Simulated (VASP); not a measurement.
# Pt (Fd-3m) in VASP: further runs

The runs below take Pt through single point, relaxation of cell and atoms, with PBE.

Program: VASP 6.6.1. These are calculated values, not measurements. Logs are shortened: lines on timing, memory, paths and dates and some standing lists are left out, and cuts for length are marked.

### 1 The cell of the first run

It takes space group Fd-3m (No. 227, cubic). Conventional cell: a = 5.773 Å, b = 5.773 Å, c = 5.773 Å, α = 90.00°, β = 90.00°, γ = 90.00°. Pt (site symmetry -43m) has 4 Pt at 2.50 Å within 3.3 Å.

This isn't the form of Pt at room conditions, which is fcc.

### 2 Single point, PBE

INCAR reads:

```
PREC = Accurate
ENCUT = 500
EDIFF = 1E-6
ISMEAR = 1
SIGMA = 0.1
LREAL = False
LASPH = True
NELM = 120
ALGO = Normal
ISIF = 2
LWAVE = False
LCHARG = False
GGA = PE
NBANDS = 17
GGA_COMPAT = False
```

KPOINTS reads:

```
Automatic mesh
0
Gamma
  8 8 8
```

POSCAR reads:

```
Pt
1.0
    0.0000000000      2.8864191570      2.8864191570
    2.8864191570      0.0000000000      2.8864191570
    2.8864191570      2.8864191570      0.0000000000
Pt
2
Direct
    1.0000000000      1.0000000000      1.0000000000
    0.2500000000      0.2500000000      0.2500000000
```

Potentials or basis: VASP PAW PBE potentials, release 64 (Pt).

On the command line:

```console
> cat potpaw_PBE.64/Pt/POTCAR > POTCAR
> mpirun -np 1 vasp_std > vasp.out
```

OUTCAR:

```text
PREC = Accurate
   ENCUT = 500
   EDIFF = 1E-6
   ISMEAR = 1
   LREAL = False
   LASPH = True
   NELM = 120
   ISIF = 2
   GGA = PE

 ion  position               nearest neighbor table
   1  0.000  0.000  0.000-   2 2.50   2 2.50   2 2.50   2 2.50
   2  0.250  0.250  0.250-   1 2.50   1 2.50   1 2.50   1 2.50

  LATTYP: Found a face centered cubic cell.
 ALAT       =     5.7728383140

  Lattice vectors:

 A1 = (   0.0000000000,   2.8864191570,   2.8864191570)
 A2 = (   2.8864191570,   0.0000000000,   2.8864191570)
 A3 = (   2.8864191570,   2.8864191570,   0.0000000000)

Analysis of symmetry for initial positions (statically):
=====================================================================
 Subroutine PRICEL returns:
 Original cell was already a primitive cell.

 Routine SETGRP: Setting up the symmetry group for a
 face centered cubic supercell.

 Subroutine GETGRP returns: Found 48 space group operations
 (whereof 24 operations were pure point group operations)
 out of a pool of 48 trial point group operations.

The static configuration has the point symmetry T_d .
 The point group associated with its full space group is O_h .

Analysis of symmetry for dynamics (positions and initial velocities):
=====================================================================
 Subroutine PRICEL returns:
 Original cell was already a primitive cell.

 Routine SETGRP: Setting up the symmetry group for a
 face centered cubic supercell.

 Subroutine GETGRP returns: Found 48 space group operations
 (whereof 24 operations were pure point group operations)
 out of a pool of 48 trial point group operations.

The dynamic configuration has the point symmetry T_d .
 The point group associated with its full space group is O_h .

 Subroutine INISYM returns: Found 48 space group operations
 (whereof 24 operations are pure point group operations),
 and found     1 'primitive' translations

----------------------------------------------------------------------------------------

                                     Primitive cell

  volume of cell :      48.0959

  direct lattice vectors                    reciprocal lattice vectors
     0.000000000  2.886419157  2.886419157    -0.173225014  0.173225014  0.173225014
     2.886419157  0.000000000  2.886419157     0.173225014 -0.173225014  0.173225014
     2.886419157  2.886419157  0.000000000     0.173225014  0.173225014 -0.173225014

  length of vectors
     4.082013119  4.082013119  4.082013119     0.300034526  0.300034526  0.300034526

  position of ions in fractional coordinates (direct lattice)
     0.000000000  0.000000000  0.000000000
     0.250000000  0.250000000  0.250000000

  ion indices of the primitive-cell ions
   primitive index   ion index
                 1           1
                 2           2

----------------------------------------------------------------------------------------

 KPOINTS: Automatic mesh

Automatic generation of k-mesh.
 Grid dimensions read from file:
 generate k-points for:    8    8    8

 Generating k-lattice:

  Cartesian coordinates                     Fractional coordinates (reciprocal lattice)
    -0.021653127  0.021653127  0.021653127     0.125000000  0.000000000  0.000000000
     0.021653127 -0.021653127  0.021653127     0.000000000  0.125000000  0.000000000
     0.021653127  0.021653127 -0.021653127     0.000000000  0.000000000  0.125000000

  Length of vectors
     0.037504316  0.037504316  0.037504316

  Shift w.r.t. Gamma in fractional coordinates (k-lattice)
     0.000000000  0.000000000  0.000000000

 Subroutine IBZKPT returns following result:
 ===========================================

 Found     29 irreducible k-points:

 Following reciprocal coordinates:
            Coordinates               Weight
  0.000000  0.000000  0.000000      1.000000
  0.125000  0.000000  0.000000      8.000000
  0.250000  0.000000  0.000000      8.000000
  0.375000  0.000000  0.000000      8.000000
  0.500000  0.000000  0.000000      4.000000
  0.125000  0.125000  0.000000      6.000000
[... 16 lines left out ...]
  0.500000  0.250000  0.125000     48.000000
 -0.375000  0.250000  0.125000     24.000000
 [... further k-points ...]
   k-points           NKPTS =     29   k-points in BZ     NKDIM =     29   number of bands    NBANDS=     17
   number of dos      NEDOS =    301   number of ions     NIONS =      2
   total plane-waves  NPLWV =  27000
   dimension x,y,z NGX =    30 NGY =   30 NGZ =   30
   dimension x,y,z NGXF=    60 NGYF=   60 NGZF=   60
   ions per type =               2
   NGX,Y,Z   is equivalent  to a cutoff of  12.22, 12.22, 12.22 a.u.
   NGXF,Y,Z  is equivalent  to a cutoff of  24.44, 24.44, 24.44 a.u.
 SYSTEM =  unknown system
   PREC   = accura    normal or accurate (medium, high low for compatibility)
   ISTART =      0    job   : 0-new  1-cont  2-samecut
   ICHARG =      2    charge: 1-file 2-atom 10-const
   ISPIN  =      1    spin polarized calculation?
   LNONCOLLINEAR =      F non collinear calculations
   LSORBIT =      F    spin-orbit coupling
   LASPH  =      T    aspherical Exc in radial PAW
   ENCUT  =  500.0 eV  36.75 Ry    6.06 a.u.   7.44  7.44  7.44*2*pi/ulx,y,z
   NELM   =    120;   NELMIN=  2; NELMDL= -5     # of ELM steps
   EDIFF  = 0.1E-05   stopping-criterion for ELM
   LREAL  =      F    real-space projection
   EDIFFG = 0.1E-04   stopping-criterion for IOM
   NSW    =      0    number of steps for IOM
   IBRION =     -1    ionic relax: 0-MD 1-quasi-New 2-CG
   NFREE  =      0    steps in history (QN), initial steepest desc. (CG)
   ISIF   =      2    stress and relaxation
   ISYM   =      2    0-nonsym 1-usesym 2-fastsym
   POTIM  = 0.5000    time-step for ionic-motion
   TEBEG  =    0.0;   TEEND  =   0.0 temperature during run
   PSTRESS=    0.0 pullay stress
   NELECT =      20.0000    total number of electrons
   NUPDOWN=      -1.0000    fix difference up-down
   EMIN   =  10.00;   EMAX   =-10.00  energy-range for DOS
   EFERMI =   0.00;   METHOD = LEGACY
   ISMEAR =     1;   SIGMA  =   0.10  broadening in eV -4-tet -1-fermi 0-gaus
   EFERMI_NEDOS =   21; number of points for ismear=-14 and -15
   IALGO  =     38    algorithm
   IMIX   =      4    mixing-type and parameters
     AMIX     =   0.40;   BMIX     =  1.00
     AMIX_MAG =   1.60;   BMIX_MAG =  1.00
  volume/ion in A,a.u.               =      24.05       162.28
  Fermi-wavevector in a.u.,A,eV,Ry     =   1.221937  2.309126 20.315263  1.493130
  Thomas-Fermi vector in A             =   2.357101
   LORBIT       =      0    0 simple, 1 ext, 2 COOP (PROOUT), +10 PAW based schemes
   GGA     = PE    functional components
   LHFCALC =     F    Hartree Fock is set to
   AEXX    =    0.0000 exact exchange contribution
   IVDW    =     0    specifies the selected vdW correction
   LEPSILON=     F    determine dielectric tensor
   LRPA    =     F    only Hartree local field effects (RPA)
 non-spin polarized calculation
 Methfessel and Paxton  Order N= 1 SIGMA  =   0.10
  energy-cutoff  :      500.00
  volume of cell :       48.10
 maximum number of plane-waves:      1243
 NGX is ok and might be reduce to    30
   NGX = 15   NGY = 15   NGZ = 15

 number of electron      19.9999997 magnetization

 Free energy of the ion-electron system (eV)
  ---------------------------------------------------
  ext. energy  EPLUGINS =         0.00000000
  ---------------------------------------------------
  free energy    TOTEN  =       -10.05011177 eV

  energy without entropy =      -10.04875124  energy(sigma->0) =      -10.04965826

 E-fermi :   5.0421     XC(G=0): -10.4366

 val. band max:        5.0412699650   @ k =  -0.3750   0.2500   0.0000
 cond. band min:       5.0754887655   @ k =   0.3750   0.1250   0.0000
 fundamental gap:      0.0342188005
 Fermi energy:         5.0421011688

 k-point     1 :       0.0000    0.0000    0.0000
  band No.  band energies     occupation
      1      -1.9328      2.00000
      2       0.6070      2.00000
      3       0.6070      2.00000
      4       0.7596      2.00000
      5       0.7596      2.00000
      6       0.7596      2.00000
[... 9 lines left out ...]
     16      16.5779      0.00000
     17      17.5011      0.00000

 k-point     2 :       0.1250    0.0000    0.0000
  band No.  band energies     occupation
      1      -1.7058      2.00000
      2       0.4499      2.00000
      3       0.4499      2.00000
      4       0.7386      2.00000
      5       0.9886      2.00000
      6       0.9886      2.00000
[... 9 lines left out ...]
     16      16.7498      0.00000
     17      17.8904      0.00000

 k-point     3 :       0.2500    0.0000    0.0000
  band No.  band energies     occupation
      1      -1.1053      2.00000
      2       0.3872      2.00000
      3       0.3872      2.00000
      4       0.6915      2.00000
      5       1.1637      2.00000
      6       1.1637      2.00000
[... 9 lines left out ...]
     16      17.0056      0.00000
     17      18.2232      0.00000

 k-point     4 :       0.3750    0.0000    0.0000
  band No.  band energies     occupation
      1      -0.4325      2.00000
      2       0.4813      2.00000
      3       0.4813      2.00000
      4       0.6319      2.00000
      5       1.0801      2.00000
      6       1.0801      2.00000
[... 9 lines left out ...]
     16      16.5286      0.00000
     17      18.1761      0.00000

 k-point     5 :       0.5000    0.0000    0.0000
  band No.  band energies     occupation
      1      -0.1381      2.00000
      2       0.5828      2.00000
      3       0.6067      2.00000
      4       0.6067      2.00000
      5       0.9324      2.00000
      6       0.9324      2.00000
[... 9 lines left out ...]
     16      16.3242      0.00000
     17      18.1552      0.00000

 k-point     6 :       0.1250    0.1250    0.0000
  band No.  band energies     occupation
      1      -1.6263      2.00000
      2       0.2526      2.00000
      3       0.7482      2.00000
      4       0.7482      2.00000
      5       0.7488      2.00000
      6       1.1783      2.00000
[... 9 lines left out ...]
     16      16.0961      0.00000
     17      18.7256      0.00000

 k-point     7 :       0.2500    0.1250    0.0000
  band No.  band energies     occupation
      1      -1.1360      2.00000
      2       0.1374      2.00000
      3       0.6436      2.00000
      4       0.6987      2.00000
      5       0.9932      2.00000
      6       1.4147      2.00000
[... 9 lines left out ...]
     16      16.3132      0.00000
     17      18.6921      0.00000

 k-point     8 :       0.3750    0.1250    0.0000
  band No.  band energies     occupation
      1      -0.4574      2.00000
      2       0.1671      2.00000
      3       0.6093      2.00000
      4       0.6441      2.00000
      5       1.0588      2.00000
      6       1.4316      2.00000
[... 9 lines left out ...]
     16      17.9914      0.00000
     17      18.4111      0.00000
[... 203 lines left out ...]
      1       0.0005      2.00000
      2       0.3175      2.00000
      3       0.5958      2.00000
      4       0.6273      2.00000
      5       1.5079      2.00000
      6       1.9607      2.00000
[... 9 lines left out ...]
     16      15.4896      0.00000
     17      22.1120      0.00000

 k-point    20 :      -0.3750    0.3750    0.0000
  band No.  band energies     occupation
      1      -0.0436      2.00000
      2       0.4022      2.00000
      3       0.4854      2.00000
      4       0.6451      2.00000
      5       1.4552      2.00000
      6       2.2968      2.00000
[... 9 lines left out ...]
     16      17.7093      0.00000
     17      20.9661      0.00000

 k-point    21 :       0.5000    0.5000    0.0000
  band No.  band energies     occupation
      1       0.1661      2.00000
      2       0.1661      2.00000
      3       0.6209      2.00000
      4       0.6209      2.00000
      5       1.7136      2.00000
      6       1.7136      2.00000
[... 9 lines left out ...]
     16      14.3890      0.00000
     17      24.2381      0.00000

 k-point    22 :       0.3750    0.2500    0.1250
  band No.  band energies     occupation
      1      -0.5852      2.00000
      2       0.0687      2.00000
      3       0.5503      2.00000
      4       0.7242      2.00000
      5       1.0885      2.00000
      6       1.6622      2.00000
[... 9 lines left out ...]
     16      16.2829      0.00000
     17      18.4890      0.00000

 k-point    23 :       0.5000    0.2500    0.1250
  band No.  band energies     occupation
      1      -0.0108      2.00000
      2       0.1207      2.00000
      3       0.3599      2.00000
      4       0.7572      2.00000
      5       1.1787      2.00000
      6       1.6852      2.00000
[... 9 lines left out ...]
     16      17.6148      0.00000
     17      18.3453      0.00000

 k-point    24 :      -0.3750    0.2500    0.1250
  band No.  band energies     occupation
      1       0.1270      2.00000
      2       0.1949      2.00000
      3       0.3682      2.00000
      4       0.7088      2.00000
      5       1.3245      2.00000
      6       1.5253      2.00000
[... 9 lines left out ...]
     16      17.6086      0.00000
     17      19.9857      0.00000

 [... further k-points ...]

------------------------ aborting loop because EDIFF is reached ----------------------------------------

  FORCE on cell =-STRESS in cart. coord.  units (eV):
  Direction    XX          YY          ZZ          XY          YZ          ZX
  --------------------------------------------------------------------------------------
  -------------------------------------------------------------------------------------
  Total       -0.1340335     -0.1340335     -0.1340335      0.0000000      0.0000000      0.0000000
  in kB       -4.4649413     -4.4649413     -4.4649413      0.0000000      0.0000000      0.0000000
  external PRESSURE =      -4.4649413 kB  Pullay stress =       0.0000000 kB

 VOLUME and BASIS-vectors are now :
 -----------------------------------------------------------------------------
  energy-cutoff  :      500.00
  volume of cell :       48.10
      direct lattice vectors                 reciprocal lattice vectors
     0.000000000  2.886419157  2.886419157    -0.173225014  0.173225014  0.173225014
     2.886419157  0.000000000  2.886419157     0.173225014 -0.173225014  0.173225014
     2.886419157  2.886419157  0.000000000     0.173225014  0.173225014 -0.173225014

 POSITION                                       TOTAL-FORCE (eV/Angst)
 -----------------------------------------------------------------------------------
      0.00000      0.00000      0.00000         0.000000      0.000000     -0.000000
      1.44321      1.44321      1.44321        -0.000000     -0.000000      0.000000
 -----------------------------------------------------------------------------------
    total drift:                                0.000000     -0.000000      0.000000

  FREE ENERGIE OF THE ION-ELECTRON SYSTEM (eV)
  ---------------------------------------------------
  free  energy   TOTEN  =       -10.0501117725 eV

  energy  without entropy=      -10.0487512390  energy(sigma->0) =      -10.04965826
```

It took 14 s on 1 thread of AMD EPYC 9R45 (Zen 5), shared host; peak memory 0.14 GiB.

What came out:

```
Free energy            : -10.0501 eV
Pressure               : -0.4 GPa
Band gap on the k mesh : zero (bands 10 and 11 overlap by 0.60 eV)
```

Levels at points of the mesh, in eV from the Fermi level:
| k point | band 8 | band 9 | band 10 | band 11 | band 12 | band 13 |
| --- | --- | --- | --- | --- | --- | --- |
| (0.00, 0.00, 0.00) | -1.84 | -1.84 | -0.10 | -0.10 | 10.43 | 10.57 |
| (0.50, 0.00, 0.00) | -1.36 | -1.29 | -0.41 | -0.41 | 0.73 | 7.94 |
| (0.50, 0.50, 0.00) | -2.44 | -0.16 | -0.16 | 1.28 | 1.28 | 3.91 |

Caveat: spin-orbit coupling is left out, which moves the levels of the heavy elements.

### 3 Relaxation of cell and atoms, PBE

This run uses another cell than the first one, of 19.57 Å³/atom.

INCAR reads:

```
SYSTEM = Pt
ALGO     = Normal         ! electronic algorithm
EDIFF    = 1E-7           ! SCF threshold, eV
EDIFFG   = -0.01          ! ionic threshold
ENCUT    = 500            ! plane-wave cutoff, eV
GGA      = PE             ! functional
GGA_COMPAT= .FALSE.      
IBRION   = 2              ! ionic algorithm
ISIF     = 3              ! what is computed and relaxed
ISMEAR   = 1              ! smearing method
LASPH    = .TRUE.         ! aspherical terms in the spheres
LCHARG   = .FALSE.        ! write CHGCAR
LREAL    = .FALSE.        ! projectors in reciprocal space
LWAVE    = .FALSE.        ! write WAVECAR
NELM     = 120            ! most SCF steps
NELMIN   = 4            
NSW      = 60             ! ionic steps
PREC     = Accurate       ! precision mode
SIGMA    = 0.1            ! smearing width, eV
```

KPOINTS reads:

```
k-points
0
G
  8 8 8
  0 0 0
```

POSCAR reads:

```
Pt
1.0
    0.0000000000      2.6950000000      2.6950000000
    2.6950000000      0.0000000000      2.6950000000
    2.6950000000      2.6950000000      0.0000000000
Pt
2
Direct
    1.0000000000      1.0000000000      1.0000000000
    0.2500000000      0.2500000000      0.2500000000
```

Potentials or basis: VASP PAW PBE potentials, release 64 (Pt).

On the command line:

```console
> cat potpaw_PBE.64/Pt/POTCAR > POTCAR
> mpirun -np 1 vasp_std > vasp.out
```

Run time: 46 s. Hardware: 1 thread of AMD EPYC 9R45 (Zen 5), shared host; peak memory 0.13 GiB.

Results (log left out):

```
Free energy                           : -10.0483 eV
Relaxed volume                        : 23.97 Å³/atom
Relaxed cell                          : a = 4.077 Å, b = 4.077 Å, c = 4.077 Å, α = 60.00°, β = 60.00°, γ = 60.00°
Space group after relaxing (to 0.1 Å) : Fd-3m (No. 227)
Pressure after relaxing               : 0.0 GPa
Band gap on the k mesh                : zero (bands 10 and 11 overlap by 0.61 eV)
```

Final structure:
```
CELL_PARAMETERS angstrom
0.00000 2.88318 2.88318
2.88318 0.00000 2.88318
2.88318 2.88318 0.00000
ATOMIC_POSITIONS crystal
Pt 0.00000 0.00000 0.00000
Pt 0.25000 0.25000 0.25000
```

Levels at points of the mesh, in eV from the Fermi level:
```csv
k point,band 8,band 9,band 10,band 11,band 12,band 13
"(0.00, 0.00, 0.00)",-1.85,-1.85,-0.10,-0.10,10.45,10.58
"(0.50, 0.00, 0.00)",-1.37,-1.30,-0.42,-0.42,0.74,7.95
"(0.50, 0.50, 0.00)",-2.46,-0.16,-0.16,1.28,1.28,3.90
```

Caveat: the volume moved by over 15 % at a fixed basis, so the end points are rough; spin-orbit coupling is left out, which moves the levels of the heavy elements.
